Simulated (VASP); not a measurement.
# AlN (Fm-3m) in VASP: a series of runs, part 2 of 2

VASP 6.6.1. The steps go on from the part before.

### 4 Single point, PBE

Input file INCAR:

```
SYSTEM = AlN
ALGO = Normal
EDIFF = 1E-6
ENCUT = 600
GGA = PE
GGA_COMPAT = .False.
ISIF = 2
ISMEAR = 0
LASPH = .True.
LCHARG = .True.
LELF = .True.
LREAL = .False.
LVHAR = .True.
LWAVE = .False.
NBANDS = 11
NELM = 120
PREC = Accurate
SIGMA = 0.01
```

Input file KPOINTS:

```
k-points
0
Gamma
  10 10 10
  0 0 0
```

Input file POSCAR:

```
AlN
1.0
    0.0000000000      1.9690000000      1.9690000000
    1.9690000000      0.0000000000      1.9690000000
    1.9690000000      1.9690000000      0.0000000000
Al N
1 1
Direct
    0.0000000000      0.0000000000      0.0000000000
    0.5000000000      0.5000000000      0.5000000000
```

Potentials or basis: VASP PAW PBE potentials, release 64 (Al, N).

Launch:

```
> cat potpaw_PBE.64/Al/POTCAR potpaw_PBE.64/N/POTCAR > POTCAR
> mpirun -np 1 vasp_std > vasp.out
```

OUTCAR:

```text
SYSTEM = AlN
   EDIFF = 1E-6
   ENCUT = 600
   GGA = PE
   ISIF = 2
   ISMEAR = 0
   LASPH = .True.
   LREAL = .False.
   NELM = 120
   PREC = Accurate

 ion  position               nearest neighbor table
   1  0.000  0.000  0.000-   2 1.97   2 1.97   2 1.97   2 1.97   2 1.97   2 1.97
   2  0.500  0.500  0.500-   1 1.97   1 1.97   1 1.97   1 1.97   1 1.97   1 1.97

  LATTYP: Found a face centered cubic cell.
 ALAT       =     3.9380000000

  Lattice vectors:

 A1 = (   0.0000000000,   1.9690000000,   1.9690000000)
 A2 = (   1.9690000000,   0.0000000000,   1.9690000000)
 A3 = (   1.9690000000,   1.9690000000,   0.0000000000)

Analysis of symmetry for initial positions (statically):
=====================================================================
 Subroutine PRICEL returns:
 Original cell was already a primitive cell.

 Routine SETGRP: Setting up the symmetry group for a
 face centered cubic supercell.

 Subroutine GETGRP returns: Found 48 space group operations
 (whereof 48 operations were pure point group operations)
 out of a pool of 48 trial point group operations.

The static configuration has the point symmetry O_h .

Analysis of symmetry for dynamics (positions and initial velocities):
=====================================================================
 Subroutine PRICEL returns:
 Original cell was already a primitive cell.

 Routine SETGRP: Setting up the symmetry group for a
 face centered cubic supercell.

 Subroutine GETGRP returns: Found 48 space group operations
 (whereof 48 operations were pure point group operations)
 out of a pool of 48 trial point group operations.

The dynamic configuration has the point symmetry O_h .

 Subroutine INISYM returns: Found 48 space group operations
 (whereof 48 operations are pure point group operations),
 and found     1 'primitive' translations

----------------------------------------------------------------------------------------

                                     Primitive cell

  volume of cell :      15.2675

  direct lattice vectors                    reciprocal lattice vectors
     0.000000000  1.969000000  1.969000000    -0.253936008  0.253936008  0.253936008
     1.969000000  0.000000000  1.969000000     0.253936008 -0.253936008  0.253936008
     1.969000000  1.969000000  0.000000000     0.253936008  0.253936008 -0.253936008

  length of vectors
     2.784586504  2.784586504  2.784586504     0.439830068  0.439830068  0.439830068

  position of ions in fractional coordinates (direct lattice)
     0.000000000  0.000000000  0.000000000
     0.500000000  0.500000000  0.500000000

  ion indices of the primitive-cell ions
   primitive index   ion index
                 1           1
                 2           2

----------------------------------------------------------------------------------------

 KPOINTS: k-points

Automatic generation of k-mesh.
 Grid dimensions read from file:
 generate k-points for:   10   10   10

 Generating k-lattice:

  Cartesian coordinates                     Fractional coordinates (reciprocal lattice)
[... 22 lines left out ...]
  0.500000  0.000000  0.000000      4.000000
[... 16 lines left out ...]
  0.300000  0.300000  0.000000      6.000000
  0.400000  0.300000  0.000000     24.000000
 [... further k-points ...]
   k-points           NKPTS =     47   k-points in BZ     NKDIM =     47   number of bands    NBANDS=     11
   number of dos      NEDOS =    301   number of ions     NIONS =      2
   total plane-waves  NPLWV =  13824
   dimension x,y,z NGX =    24 NGY =   24 NGZ =   24
   dimension x,y,z NGXF=    48 NGYF=   48 NGZF=   48
   ions per type =               1   1
   NGX,Y,Z   is equivalent  to a cutoff of  14.33, 14.33, 14.33 a.u.
   NGXF,Y,Z  is equivalent  to a cutoff of  28.66, 28.66, 28.66 a.u.
 SYSTEM =  AlN
   PREC   = accura    normal or accurate (medium, high low for compatibility)
   ISTART =      0    job   : 0-new  1-cont  2-samecut
   ICHARG =      2    charge: 1-file 2-atom 10-const
   ISPIN  =      1    spin polarized calculation?
   LNONCOLLINEAR =      F non collinear calculations
   LSORBIT =      F    spin-orbit coupling
   LASPH  =      T    aspherical Exc in radial PAW
   ENCUT  =  600.0 eV  44.10 Ry    6.64 a.u.   5.56  5.56  5.56*2*pi/ulx,y,z
   NELM   =    120;   NELMIN=  2; NELMDL= -5     # of ELM steps
   EDIFF  = 0.1E-05   stopping-criterion for ELM
   LREAL  =      F    real-space projection
   EDIFFG = 0.1E-04   stopping-criterion for IOM
   NSW    =      0    number of steps for IOM
   IBRION =     -1    ionic relax: 0-MD 1-quasi-New 2-CG
   NFREE  =      0    steps in history (QN), initial steepest desc. (CG)
   ISIF   =      2    stress and relaxation
   ISYM   =      2    0-nonsym 1-usesym 2-fastsym
   POTIM  = 0.5000    time-step for ionic-motion
   TEBEG  =    0.0;   TEEND  =   0.0 temperature during run
   PSTRESS=    0.0 pullay stress
   NELECT =       8.0000    total number of electrons
   NUPDOWN=      -1.0000    fix difference up-down
   EMIN   =  10.00;   EMAX   =-10.00  energy-range for DOS
   EFERMI =   0.00;   METHOD = LEGACY
   ISMEAR =     0;   SIGMA  =   0.01  broadening in eV -4-tet -1-fermi 0-gaus
   EFERMI_NEDOS =   21; number of points for ismear=-14 and -15
   IALGO  =     38    algorithm
   IMIX   =      4    mixing-type and parameters
     AMIX     =   0.40;   BMIX     =  1.00
     AMIX_MAG =   1.60;   BMIX_MAG =  1.00
  volume/ion in A,a.u.               =       7.63        51.51
  Fermi-wavevector in a.u.,A,eV,Ry     =   1.319823  2.494104 23.700443  1.741933
  Thomas-Fermi vector in A             =   2.449694
   LORBIT       =      0    0 simple, 1 ext, 2 COOP (PROOUT), +10 PAW based schemes
   GGA     = PE    functional components
   LHFCALC =     F    Hartree Fock is set to
   AEXX    =    0.0000 exact exchange contribution
   IVDW    =     0    specifies the selected vdW correction
   LEPSILON=     F    determine dielectric tensor
   LRPA    =     F    only Hartree local field effects (RPA)
 non-spin polarized calculation
 Gauss-broadening in eV      SIGMA  =   0.01
  energy-cutoff  :      600.00
  volume of cell :       15.27
 maximum number of plane-waves:       532
 NGX is ok and might be reduce to    24
   NGX = 11   NGY = 11   NGZ = 11

 number of electron       8.0000000 magnetization

 Free energy of the ion-electron system (eV)
  ---------------------------------------------------
  ext. energy  EPLUGINS =         0.00000000
  ---------------------------------------------------
  free energy    TOTEN  =       -14.40976016 eV

  energy without entropy =      -14.40976016  energy(sigma->0) =      -14.40976016

 E-fermi :  11.1045     XC(G=0): -12.6612

 val. band max:       11.0245677817   @ k =   0.0000   0.0000   0.0000
 cond. band min:      16.1829886115   @ k =   0.5000   0.5000   0.0000
 fundamental gap:      5.1584208298
 Fermi energy:        11.1044724717

 k-point     1 :       0.0000    0.0000    0.0000
  band No.  band energies     occupation
      1      -7.2700      2.00000
      2      11.0246      2.00000
      3      11.0246      2.00000
      4      11.0246      2.00000
      5      17.8928      0.00000
      6      23.4441      0.00000
      7      23.4441      0.00000
      8      23.4441      0.00000
      9      28.8042      0.00000
     10      29.4033      0.00000
     11      29.4033      0.00000
[... 309 lines left out ...]
 k-point    24 :       0.4000    0.3000    0.0000
  band No.  band energies     occupation
      1      -3.9896      2.00000
      2       4.8466      2.00000
      3       8.0035      2.00000
      4       8.5616      2.00000
      5      17.4875      0.00000
      6      18.4405      0.00000
      7      24.1734      0.00000
      8      27.6417      0.00000
      9      28.5117      0.00000
     10      33.7542      0.00000
     11      37.0534      0.00000

 [... further k-points ...]

------------------------ aborting loop because EDIFF is reached ----------------------------------------

  FORCE on cell =-STRESS in cart. coord.  units (eV):
  Direction    XX          YY          ZZ          XY          YZ          ZX
  --------------------------------------------------------------------------------------
  -------------------------------------------------------------------------------------
  Total        2.8561367      2.8561367      2.8561367      0.0000000      0.0000000      0.0000000
  in kB      299.7246271    299.7246271    299.7246271      0.0000000      0.0000000      0.0000000
  external PRESSURE =     299.7246271 kB  Pullay stress =       0.0000000 kB

 VOLUME and BASIS-vectors are now :
 -----------------------------------------------------------------------------
  energy-cutoff  :      600.00
  volume of cell :       15.27
      direct lattice vectors                 reciprocal lattice vectors
     0.000000000  1.969000000  1.969000000    -0.253936008  0.253936008  0.253936008
     1.969000000  0.000000000  1.969000000     0.253936008 -0.253936008  0.253936008
     1.969000000  1.969000000  0.000000000     0.253936008  0.253936008 -0.253936008

 POSITION                                       TOTAL-FORCE (eV/Angst)
 -----------------------------------------------------------------------------------
      0.00000      0.00000      0.00000         0.000000      0.000000     -0.000000
      1.96900      1.96900      1.96900        -0.000000     -0.000000      0.000000
 -----------------------------------------------------------------------------------
    total drift:                               -0.000000     -0.000000      0.000000

  FREE ENERGIE OF THE ION-ELECTRON SYSTEM (eV)
  ---------------------------------------------------
  free  energy   TOTEN  =       -14.4097601646 eV

  energy  without entropy=      -14.4097601646  energy(sigma->0) =      -14.40976016
```

OSZICAR:

```text
N       E                     dE             d eps       ncg     rms          rms(c)
DAV:   1     0.136935483989E+02    0.13694E+02   -0.44000E+03  1042   0.708E+02
DAV:   2    -0.153201091263E+02   -0.29014E+02   -0.27668E+02  1238   0.162E+02
DAV:   3    -0.162325076592E+02   -0.91240E+00   -0.91045E+00  1291   0.254E+01
DAV:   4    -0.162362256662E+02   -0.37180E-02   -0.37176E-02  1181   0.172E+00
DAV:   5    -0.162362571804E+02   -0.31514E-04   -0.31514E-04  1211   0.155E-01    0.793E+00
DAV:   6    -0.144396141306E+02    0.17966E+01   -0.71327E+00  1206   0.155E+01    0.287E+00
DAV:   7    -0.144148455262E+02    0.24769E-01   -0.24025E-01  1165   0.346E+00    0.186E+00
DAV:   8    -0.144100802104E+02    0.47653E-02   -0.15471E-02  1124   0.117E+00    0.365E-01
DAV:   9    -0.144097132493E+02    0.36696E-03   -0.14165E-03  1205   0.250E-01    0.167E-01
DAV:  10    -0.144097693114E+02   -0.56062E-04   -0.16755E-04  1151   0.914E-02    0.569E-02
DAV:  11    -0.144097603981E+02    0.89133E-05   -0.30525E-05  1226   0.335E-02    0.865E-03
DAV:  12    -0.144097601646E+02    0.23344E-06   -0.93134E-07   634   0.851E-03
   1 F= -.14409760E+02 E0= -.14409760E+02  d E =-.315965E-32
```

stdout:

```text
POSCAR found type information on POSCAR AlN
 POSCAR found :  2 types and       2 ions
 scaLAPACK will be used
 LDA part: xc-table for (Slater+PW92), standard interpolation
 POSCAR, INCAR and KPOINTS ok, starting setup
 FFT: planning ... GRIDC
 FFT: planning ... GRID_SOFT
 FFT: planning ... GRID
 WAVECAR not read
 entering main loop
```

Run time: 8.5 s. Hardware: 1 thread of AMD EPYC 7R13 (Zen 3), shared host; peak memory 0.11 GiB.

Results:

```yaml
Free_energy: -14.4098 eV
Pressure: 30.0 GPa
Band_gap_on_the_k_mesh: 5.16 eV (least direct gap 6.87 eV)
```

Caveat: the cell stands under pressure.

### 5 Single point, PBE

Input file INCAR:

```
ALGO     = Normal         # electronic algorithm
EDIFF    = 1E-6           # SCF threshold, eV
ENCUT    = 600            # plane-wave cutoff, eV
GGA      = PE             # functional
GGA_COMPAT= F            
ISIF     = 2              # what is computed and relaxed
ISMEAR   = 0              # smearing method
LASPH    = T              # aspherical terms in the spheres
LCHARG   = F              # write CHGCAR
LREAL    = F              # projectors in reciprocal space
LWAVE    = F              # write WAVECAR
NBANDS   = 11             # bands
NELM     = 120            # most SCF steps
PREC     = Accurate       # precision mode
SIGMA    = 0.01           # smearing width, eV
```

Input file KPOINTS:

```
k-points
0
Gamma
  12 12 12
```

POSCAR is that of step 4.

Launch:

```
> cat potpaw_PBE.64/Al/POTCAR potpaw_PBE.64/N/POTCAR > POTCAR
> mpirun -np 1 vasp_std > vasp.out
```

Wall time 12 s (1 thread of AMD EPYC 7R13 (Zen 3), shared host); peak memory 0.11 GiB.

The run converged. Its results:

```yaml
Free_energy: -14.4098 eV
Pressure: 30.0 GPa
Band_gap_on_the_k_mesh: 5.16 eV (least direct gap 6.87 eV)
```

Levels at points of the mesh, in eV from the valence-band top:
| k point | band 1 | band 2 | band 3 | band 4 | band 5 | band 6 | band 7 | band 8 |
| --- | --- | --- | --- | --- | --- | --- | --- | --- |
| (0.00, 0.00, 0.00) | -18.29 | 0.00 | 0.00 | 0.00 | 6.87 | 12.42 | 12.42 | 12.42 |
| (0.50, 0.00, 0.00) | -14.71 | -8.83 | -1.23 | -1.23 | 6.65 | 11.66 | 11.66 | 14.50 |
| (0.50, 0.50, 0.00) | -13.61 | -7.93 | -3.01 | -3.01 | 5.16 | 5.40 | 15.05 | 18.54 |

Caveat: the cell stands under pressure. As with any semilocal functional, this PBE gap is likely too small.

### 6 Overview

| k mesh | gap on the mesh (eV) | pressure (GPa) |
| --- | --- | --- |
| 3 × 3 × 3 | 6.02 | 31.6 |
| 6 × 6 × 6 | 5.15 | 30.0 |
| 10 × 10 × 10 | 5.16 | 30.0 |
| 12 × 12 × 12 | 5.16 | 30.0 |

Alike in all rows: task single point; level PBE; potentials or basis VASP PAW PBE potentials, release 64 (Al, N); no spin polarisation; cell as given; cutoff (eV) 600; smearing gaussian 0.01 eV.

Caveats: some runs use coarse meshes; the cell stands under pressure (at least some runs); an odd mesh through Γ misses points on the zone boundary, where band edges can lie (at least some runs).

Total energies depend on the potentials used, so only differences within one code and one set of settings carry meaning.
